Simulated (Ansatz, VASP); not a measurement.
## Al: VASP beside Ansatz

```xyz
1
Lattice="0.0000 2.0203 2.0203 2.0203 0.0000 2.0203 2.0203 2.0203 0.0000" Properties=species:S:1:pos:R:3 pbc="T T T"
Al    0.0000    0.0000    0.0000
```

Alike in both runs: functional PBE; k mesh 40 × 40 × 40; occupations gaussian, width 0.1 eV; no spin polarisation.

Ansatz relaxed the structure, and its values are those at the end. VASP's run is a single point on that final structure, the one shown.

|  | VASP | Ansatz |
| --- | --- | --- |
| version | VASP 6.6.1 | Ansatz 0.2.0 |
| potentials or method | VASP PAW PBE potentials, release 64 (Al) | scalar-relativistic, plane waves, PAW |
| plane-wave cutoff (eV) | 520 | 420 |
| valence electrons in the cell | 3 | 3 |

|  | VASP | Ansatz | Ansatz less VASP |
| --- | --- | --- | --- |
| gap on the k mesh at the Fermi level (eV) | none | none | - |
| pressure (GPa) | 0.0 | 0.0 | +0.04 |

A gap of «none» marks a metal or a gap that the smearing closes. The functional is the same, so the differences come from potentials, cutoffs and numerics.
